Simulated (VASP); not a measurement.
# BeTe (Cmcm) in VASP: single point with r2SCAN

Aim: the single point of BeTe with r2SCAN.

Program: VASP 6.6.1. These are calculated values, not measurements. Logs are shortened: lines on timing, memory, paths and dates and some standing lists are left out, and cuts for length are marked.

## Step 1: The cell of the first run

Symmetry: Cmcm, No. 63, orthorhombic system. The conventional cell has a = 4.106 Å, b = 6.982 Å, c = 8.144 Å, α = 90.00°, β = 90.00°, γ = 90.00°. Be (site symmetry m2m) has 3 Te at 2.34 to 2.35 Å within 3.1 Å. Within 3.1 Å of Te (site symmetry m2m) lie 3 Be at 2.34 to 2.35 Å.

## Step 2: Single point, r2SCAN (uniaxial x strain +1.9%)

POSCAR reads:

```
BeTe
1.0
    4.1062296832      0.0000000000      0.0000000000
   -2.0531148416      3.4908208692      0.0000000000
    0.0000000000      0.0000000000      8.1440451829
Be Te
2 2
Direct
    0.3344102900      0.6688205801      0.2500000000
    0.6655897100      0.3311794199      0.7500000000
    0.6696276215      0.3392552429      0.2500000000
    0.3303723785      0.6607447571      0.7500000000
```

INCAR.step1 reads:

```
ALGO = Normal
EDIFF = 1E-4
ENCUT = 520
GGA = PE
ISMEAR = 0
LASPH = T
LCHARG = F
LREAL = F
LWAVE = T
NBANDS = 16
NELM = 80
PREC = Accurate
SIGMA = 0.01
```

INCAR.step2 reads:

```
ALGO = Normal
EDIFF = 1E-6
ENCUT = 520
ISIF = 2
ISMEAR = 0
ISTART = 1
LASPH = T
LCHARG = F
LMIXTAU = T
LREAL = F
LWAVE = F
METAGGA = R2SCAN
NBANDS = 16
NELM = 80
PREC = Accurate
SIGMA = 0.01
```

KPOINTS reads:

```
k-points
0
Gamma
  12 12 4
```

Potentials or basis: VASP PAW PBE potentials, release 64 (Be, Te).

Run with:

```bash
$ cat potpaw_PBE.64/Be/POTCAR potpaw_PBE.64/Te/POTCAR > POTCAR
$ cp INCAR.step1 INCAR
$ mpirun -np 1 vasp_std > vasp.out
$ cp INCAR.step2 INCAR
$ mpirun -np 1 vasp_std > vasp.out
```

OUTCAR:

```text
EDIFF = 1E-6
   ENCUT = 520
   ISIF = 2
   ISMEAR = 0
   ISTART = 1
   LASPH = T
   LREAL = F
   METAGGA = R2SCAN
   NELM = 80
   PREC = Accurate

 ion  position               nearest neighbor table
   1  0.334  0.669  0.250-   3 2.34   3 2.35   3 2.35
   2  0.666  0.331  0.750-   4 2.34   4 2.35   4 2.35
   3  0.670  0.339  0.250-   1 2.34   1 2.35   1 2.35
   4  0.330  0.661  0.750-   2 2.34   2 2.35   2 2.35

  Warning from LATTYP: Monoclinic adjustment (A1->A3, A2->A1, A3->A2)!
  LATTYP: Found a base centered orthorhombic cell.
 ALAT       =     4.1062296832
 B/A-ratio  =     1.7002560200
 C/A-ratio  =     1.9833389292

  Lattice vectors:

 A1 = (   2.0531148416,  -3.4908208692,   0.0000000000)
 A2 = (   2.0531148416,   3.4908208692,   0.0000000000)
 A3 = (   0.0000000000,   0.0000000000,   8.1440451829)

Analysis of symmetry for initial positions (statically):
=====================================================================
 Subroutine PRICEL returns:
 Original cell was already a primitive cell.

 Routine SETGRP: Setting up the symmetry group for a
 base centered orthorhombic supercell.

 Subroutine GETGRP returns: Found  8 space group operations
 (whereof  4 operations were pure point group operations)
 out of a pool of  8 trial point group operations.

The static configuration has the point symmetry C_2h.
 The point group associated with its full space group is D_2h.

Analysis of symmetry for dynamics (positions and initial velocities):
=====================================================================
 Subroutine PRICEL returns:
 Original cell was already a primitive cell.

 Routine SETGRP: Setting up the symmetry group for a
 base centered orthorhombic supercell.

 Subroutine GETGRP returns: Found  8 space group operations
 (whereof  4 operations were pure point group operations)
 out of a pool of  8 trial point group operations.

The dynamic configuration has the point symmetry C_2h.
 The point group associated with its full space group is D_2h.

 Subroutine INISYM returns: Found  8 space group operations
 (whereof  4 operations are pure point group operations),
 and found     1 'primitive' translations

----------------------------------------------------------------------------------------

                                     Primitive cell

  volume of cell :     116.7377

  direct lattice vectors                    reciprocal lattice vectors
     4.106229683  0.000000000  0.000000000     0.243532407  0.143232786  0.000000000
    -2.053114842  3.490820869  0.000000000     0.000000000  0.286465573  0.000000000
     0.000000000  0.000000000  8.144045183     0.000000000  0.000000000  0.122789103

  length of vectors
     4.106229683  4.049828502  8.144045183     0.282530821  0.286465573  0.122789103

  position of ions in fractional coordinates (direct lattice)
     0.334410290  0.668820580  0.250000000
     0.665589710  0.331179420  0.750000000
     0.669627621  0.339255243  0.250000000
     0.330372379  0.660744757  0.750000000

  ion indices of the primitive-cell ions
   primitive index   ion index
                 1           1
                 2           2
                 3           3
                 4           4

----------------------------------------------------------------------------------------

 KPOINTS: k-points

Automatic generation of k-mesh.
 Grid dimensions read from file:
 generate k-points for:   12   12    4

 Generating k-lattice:

  Cartesian coordinates                     Fractional coordinates (reciprocal lattice)
     0.020294367  0.011936066  0.000000000     0.083333333  0.000000000  0.000000000
     0.000000000  0.023872131  0.000000000     0.000000000  0.083333333  0.000000000
     0.000000000  0.000000000  0.030697276     0.000000000  0.000000000  0.250000000

  Length of vectors
     0.023544235  0.023872131  0.030697276

  Shift w.r.t. Gamma in fractional coordinates (k-lattice)
     0.000000000  0.000000000  0.000000000

 Subroutine IBZKPT returns following result:
 ===========================================

 Found    129 irreducible k-points:

 Following reciprocal coordinates:
            Coordinates               Weight
  0.000000  0.000000  0.000000      1.000000
  0.083333 -0.000000  0.000000      4.000000
  0.166667 -0.000000  0.000000      4.000000
  0.250000  0.000000  0.000000      4.000000
  0.333333  0.000000  0.000000      4.000000
  0.416667 -0.000000  0.000000      4.000000
[... 16 lines left out ...]
  0.333333  0.166667  0.000000      4.000000
  0.416667  0.166667  0.000000      4.000000
 [... further k-points ...]
   k-points           NKPTS =    129   k-points in BZ     NKDIM =    129   number of bands    NBANDS=     16
   number of dos      NEDOS =    301   number of ions     NIONS =      4
   total plane-waves  NPLWV =  61440
   dimension x,y,z NGX =    32 NGY =   30 NGZ =   64
   dimension x,y,z NGXF=    64 NGYF=   60 NGZF=  128
   ions per type =               2   2
   NGX,Y,Z   is equivalent  to a cutoff of  12.96, 12.32, 13.06 a.u.
   NGXF,Y,Z  is equivalent  to a cutoff of  25.91, 24.63, 26.13 a.u.
 SYSTEM =  unknown system
   PREC   = accura    normal or accurate (medium, high low for compatibility)
   ISTART =      1    job   : 0-new  1-cont  2-samecut
   ICHARG =      0    charge: 1-file 2-atom 10-const
   ISPIN  =      1    spin polarized calculation?
   LNONCOLLINEAR =      F non collinear calculations
   LSORBIT =      F    spin-orbit coupling
   LASPH  =      T    aspherical Exc in radial PAW
   ENCUT  =  520.0 eV  38.22 Ry    6.18 a.u.   7.63  7.53 15.14*2*pi/ulx,y,z
   NELM   =     80;   NELMIN=  2; NELMDL=  0     # of ELM steps
   EDIFF  = 0.1E-05   stopping-criterion for ELM
   LREAL  =      F    real-space projection
[... 7 lines left out ...]
   TEBEG  =    0.0;   TEEND  =   0.0 temperature during run
   PSTRESS=    0.0 pullay stress
   NELECT =      16.0000    total number of electrons
   NUPDOWN=      -1.0000    fix difference up-down
   EMIN   =  10.00;   EMAX   =-10.00  energy-range for DOS
   EFERMI =   0.00;   METHOD = LEGACY
   ISMEAR =     0;   SIGMA  =   0.01  broadening in eV -4-tet -1-fermi 0-gaus
   EFERMI_NEDOS =   21; number of points for ismear=-14 and -15
   IALGO  =     38    algorithm
   IMIX   =      4    mixing-type and parameters
     AMIX     =   0.40;   BMIX     =  1.00
     AMIX_MAG =   1.60;   BMIX_MAG =  1.00
  volume/ion in A,a.u.               =      29.18       196.95
  Fermi-wavevector in a.u.,A,eV,Ry     =   0.844069  1.595059  9.693499  0.712452
  Thomas-Fermi vector in A             =   1.959038
   LORBIT       =      0    0 simple, 1 ext, 2 COOP (PROOUT), +10 PAW based schemes
   METAGGA = R2SCAN    functional components
   LHFCALC =     F    Hartree Fock is set to
   AEXX    =    0.0000 exact exchange contribution
   IVDW    =     0    specifies the selected vdW correction
   LEPSILON=     F    determine dielectric tensor
   LRPA    =     F    only Hartree local field effects (RPA)
 non-spin polarized calculation
 Gauss-broadening in eV      SIGMA  =   0.01
  energy-cutoff  :      520.00
  volume of cell :      116.74
 maximum number of plane-waves:      3180
   NGX = 15   NGY = 15   NGZ = 31

 number of electron      16.0000000 magnetization

 Free energy of the ion-electron system (eV)
  ---------------------------------------------------
  ext. energy  EPLUGINS =         0.00000000
  ---------------------------------------------------
  free energy    TOTEN  =       -60.43170602 eV

  energy without entropy =      -60.43170602  energy(sigma->0) =      -60.43170602

 E-fermi :   2.1624     XC(G=0):  -8.2095

 val. band max:        2.0588572886   @ k =   0.0833   0.3333   0.0000
 cond. band min:       5.0694758015   @ k =   0.5000   0.0000   0.2500
 fundamental gap:      3.0106185128
 Fermi energy:         2.1623769782

 k-point     1 :       0.0000    0.0000    0.0000
  band No.  band energies     occupation
      1      -9.4568      2.00000
      2      -9.1460      2.00000
      3      -0.9965      2.00000
      4       1.1895      2.00000
      5       1.3385      2.00000
      6       1.3800      2.00000
[... 8 lines left out ...]
     15       7.8964      0.00000
     16       9.0158      0.00000

 k-point     2 :       0.0833   -0.0000    0.0000
  band No.  band energies     occupation
      1      -9.4056      2.00000
      2      -9.0994      2.00000
      3      -0.9226      2.00000
      4       0.7986      2.00000
      5       0.9985      2.00000
      6       1.1776      2.00000
[... 8 lines left out ...]
     15       8.0435      0.00000
     16       8.5923      0.00000

 k-point     3 :       0.1667   -0.0000    0.0000
  band No.  band energies     occupation
      1      -9.2575      2.00000
      2      -8.9662      2.00000
      3      -0.7045      2.00000
      4      -0.1112      2.00000
      5       0.0986      2.00000
      6       0.8559      2.00000
[... 8 lines left out ...]
     15       8.3206      0.00000
     16       8.6831      0.00000

 k-point     4 :       0.2500    0.0000    0.0000
  band No.  band energies     occupation
      1      -9.0321      2.00000
      2      -8.7688      2.00000
      3      -1.1018      2.00000
      4      -0.8909      2.00000
      5      -0.3541      2.00000
      6       0.4963      2.00000
[... 8 lines left out ...]
     15       9.2410      0.00000
     16       9.4018      0.00000
[... 324 lines left out ...]
 k-point    22 :       0.2500    0.1667    0.0000
  band No.  band energies     occupation
      1      -8.6494      2.00000
      2      -8.4521      2.00000
      3      -1.9432      2.00000
      4      -1.8144      2.00000
      5      -0.4845      2.00000
      6      -0.2499      2.00000
[... 8 lines left out ...]
     15       8.7565      0.00000
     16       9.0796      0.00000

 k-point    23 :       0.3333    0.1667    0.0000
  band No.  band energies     occupation
      1      -8.4400      2.00000
      2      -8.3084      2.00000
      3      -2.4000      2.00000
      4      -2.2676      2.00000
      5      -0.7698      2.00000
      6      -0.5136      2.00000
[... 8 lines left out ...]
     15       9.5178      0.00000
     16      10.2254      0.00000

 k-point    24 :       0.4167    0.1667    0.0000
  band No.  band energies     occupation
      1      -8.3538      2.00000
      2      -8.2661      2.00000
      3      -2.5558      2.00000
      4      -2.4223      2.00000
      5      -0.8745      2.00000
      6      -0.6087      2.00000
[... 8 lines left out ...]
     15      10.1055      0.00000
     16      11.4509      0.00000

 [... further k-points ...]

------------------------ aborting loop because EDIFF is reached ----------------------------------------

  FORCE on cell =-STRESS in cart. coord.  units (eV):
  Direction    XX          YY          ZZ          XY          YZ          ZX
  --------------------------------------------------------------------------------------
  -------------------------------------------------------------------------------------
  Total       -1.6872140     -0.6192796     -0.0571244      0.0000000      0.0000000      0.0000000
  in kB      -23.1563323     -8.4993637     -0.7840090      0.0000000      0.0000000      0.0000000
  external PRESSURE =     -10.8132350 kB  Pullay stress =       0.0000000 kB

 VOLUME and BASIS-vectors are now :
 -----------------------------------------------------------------------------
  energy-cutoff  :      520.00
  volume of cell :      116.74
      direct lattice vectors                 reciprocal lattice vectors
     4.106229683  0.000000000  0.000000000     0.243532407  0.143232786  0.000000000
    -2.053114842  3.490820869  0.000000000     0.000000000  0.286465573  0.000000000
     0.000000000  0.000000000  8.144045183     0.000000000  0.000000000  0.122789103

 POSITION                                       TOTAL-FORCE (eV/Angst)
 -----------------------------------------------------------------------------------
     -0.00000      2.33473      2.03601         0.000000      0.000128     -0.000000
      2.05311      1.15609      6.10803        -0.000000     -0.000128     -0.000000
      2.05311      1.18428      2.03601        -0.000000     -0.000043      0.000000
     -0.00000      2.30654      6.10803         0.000000      0.000043     -0.000000
 -----------------------------------------------------------------------------------
    total drift:                                0.000000     -0.000000      0.000000

  FREE ENERGIE OF THE ION-ELECTRON SYSTEM (eV)
  ---------------------------------------------------
  free  energy   TOTEN  =       -60.4317060227 eV

  energy  without entropy=      -60.4317060227  energy(sigma->0) =      -60.43170602
```

It took 10 min on 1 thread of Intel Xeon Platinum 8259CL at 2.50GHz (Skylake/Cascade Lake), shared host; peak memory 0.41 GiB.

What came out:

```
Free energy            : -60.4317 eV
Pressure               : -1.1 GPa
Band gap on the k mesh : 3.01 eV (least direct gap 3.20 eV)
```

Levels at points of the mesh, in eV from the valence-band top:
```csv
k point,band 6,band 7,band 8,band 9,band 10,band 11
"(0.00, 0.00, 0.00)",-0.68,-0.68,-0.54,3.88,3.94,4.80
"(0.50, 0.00, 0.00)",-1.89,-1.22,-0.18,3.19,3.38,3.95
"(0.00, 0.50, 0.00)",-2.06,-1.17,-0.10,3.15,3.20,3.71
"(0.00, 0.00, 0.50)",-0.77,-0.63,-0.63,4.11,4.11,4.98
"(0.50, 0.00, 0.50)",-2.02,-0.55,-0.55,3.19,3.19,3.67
"(0.00, 0.50, 0.50)",-2.19,-0.51,-0.51,3.24,3.24,3.44
```

Caveat: the cell differs from its parent crystal (uniaxial x strain +1.9%); the PAW data sets were made with another functional, which shifts forces and pressure a little; spin-orbit coupling is left out, which moves the levels of the heavy elements. A k mesh can miss the band edges.
